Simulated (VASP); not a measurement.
Runs of VASP 6.6.1 on Y. The structure is that of space group P6_3/mmc (No. 194), or close to it. The cells are those of the table. 

```tsv
task	cell	cutoff (eV)	smearing	gap on the mesh (eV)	pressure (GPa)	relaxed volume (Å³/atom)
relaxation of cell and atoms	relaxed from a = 3.548, b = 3.548, c = 5.494 Å, angles 90.0, 90.0, 120.0°, 2 atoms	600	gaussian 0.1 eV	none	0.0	29.86
single point	a = 3.538, b = 3.538, c = 5.549 Å, angles 90.0, 90.0, 120.0°, 2 atoms	520	fermi-dirac 0.15 eV	none	(a)	-
relaxation of cell and atoms	relaxed from a = 3.548, b = 3.548, c = 5.494 Å, angles 90.0, 90.0, 120.0°, 2 atoms	600	fermi-dirac 0.15 eV	none	0.0	29.98
relaxation of cell and atoms	relaxed from a = 3.643, b = 3.643, c = 5.879 Å, angles 90.0, 90.0, 120.0°, 2 atoms	600	gaussian 0.1 eV	none	0.0	29.86
```

Alike in all rows: level LDA; potentials or basis VASP PAW LDA potentials, release 64 (Y_sv); no spin polarisation; k mesh 12 × 12 × 6.

Problem. Estimate the missing entries.

Solution. (a) -0.1.

A k mesh can miss the band edges, and the runs leave out spin-orbit coupling on Y.

A gap of «none» marks levels without a gap at the run's occupations.
